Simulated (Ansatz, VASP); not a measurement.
MnO: VASP beside Ansatz

Contents of POSCAR:

```
MnO
1.0
    2.6723886600      0.0000000000      0.0000000000
    0.0000000000      2.6723886600      0.0000000000
    0.0000000000      0.0000000000      2.6723886600
Mn O
1 1
Direct
    0.0000000000      0.0000000000      0.0000000000
    0.5000000000      0.5000000000      0.5000000000
```

The input INCAR.step1:

```
ALGO     = Normal         # electronic algorithm
EDIFF    = 1E-5           # SCF threshold, eV
ENCUT    = 600            # plane-wave cutoff, eV
GGA      = PE             # functional
ISMEAR   = -1             # smearing method
ISPIN    = 2              # spin polarisation
LASPH    = True           # aspherical terms in the spheres
LCHARG   = False          # write CHGCAR
LMAXMIX  = 4              # l up to which the mixer works
LORBIT   = 11             # projections on sites
LREAL    = False          # projectors in reciprocal space
LWAVE    = True           # write WAVECAR
MAGMOM   = 4 0            # initial moments
NBANDS   = 20             # bands
NELM     = 150            # most SCF steps
PREC     = Accurate       # precision mode
SIGMA    = 0.05           # smearing width, eV
```

The input INCAR.step2:

```
AEXX     = 0.25           # exact-exchange fraction
ALGO     = Normal         # electronic algorithm
EDIFF    = 1E-6           # SCF threshold, eV
EDIFFG   = -0.01          # ionic threshold
ENCUT    = 600            # plane-wave cutoff, eV
GGA      = PS             # functional
HFSCREEN = 0.207          # screening, 1/A
IBRION   = 2              # ionic algorithm
ISIF     = 3              # what is computed and relaxed
ISMEAR   = -1             # smearing method
ISPIN    = 2              # spin polarisation
ISTART   = 1            
LASPH    = True           # aspherical terms in the spheres
LCHARG   = False          # write CHGCAR
LHFCALC  = True           # exact exchange
LMAXMIX  = 4              # l up to which the mixer works
LORBIT   = 11             # projections on sites
LREAL    = False          # projectors in reciprocal space
LWAVE    = False          # write WAVECAR
MAGMOM   = 4 0            # initial moments
NELM     = 150            # most SCF steps
NSW      = 60             # ionic steps
PREC     = Accurate       # precision mode
PRECFOCK = Normal       
SIGMA    = 0.05           # smearing width, eV
```

File KPOINTS:

```
k-points
0
Gamma
  5 5 5
```

Contents of input:

```
crystal:
  lattice:
    - [2.67238866, 0.0, 0.0]
    - [0.0, 2.67238866, 0.0]
    - [0.0, 0.0, 2.67238866]
  atoms:
    - { symbol: Mn, position: [0.0, 0.0, 0.0], spin: 4.0 }
    - { symbol: O, position: [0.5, 0.5, 0.5] }
hamiltonian:
  xc:
    exchange: hjs_pbesol
    correlation: pbesol
    exx: { coeff: 0.25, omega: 0.207 }
  pseudopotentials: { kind: paw }
magnetization:
  spin_polarized: true
kpoints:
  mp_grid: { grid: [5, 5, 5] }
scf:
  occupations: { method: fermi_dirac, width: 0.05 }
output:
  forces: true
  stress: true
  eigenvalues: true
relax:
  f_tol: 0.01
  max_steps: 40
  cell: { stress_tol: 0.05 }
```

Alike in both runs: task relaxation of cell and atoms; functional PBEsol-based screened hybrid; k mesh 5 × 5 × 5; occupations fermi-dirac, width 0.05 eV; collinear spin.

|  | VASP | Ansatz |
| --- | --- | --- |
| version | VASP 6.6.1 | Ansatz 0.2.0 |
| potentials or method | VASP PAW PBE potentials, release 64 (Mn_pv, O) | Ansatz PAW |
| plane-wave cutoff (eV) | 600 | 420 |
| valence electrons in the cell | 19 | 21 |

```tsv
	VASP	Ansatz	Ansatz less VASP
gap on the k mesh at the Fermi level, each at its own relaxed structure (eV)	1.65	1.65	+0.008
net moment per atom (μB)	2.50	2.50	0.000
size of the moment on the site where the two differ most (μB)	4.58	4.39	-0.191
relaxed volume (Å³/atom)	10.08	10.06	-0.023
relaxed cell length with the largest relative difference (Å)	2.722	2.719	-0.0021
```

VASP's potentials were made for PBE, not for PBEsol-based screened hybrid. Site moments also hang on the region over which each program counts them. VASP's potentials hold 19 valence electrons a cell and Ansatz's 21, so a difference there can come from the potentials and not from the codes.

The k mesh is coarse, so the values compare programs but aren't converged. Noted on Ansatz's run: the magnetic or orbital state may not be the lowest; odd divisions of the mesh miss points on the zone boundary, where band edges often lie, so the gap on the mesh can be too wide; the plane-wave basis is chosen anew once the cell has moved, so the energies of steps on either side of that aren't comparable.
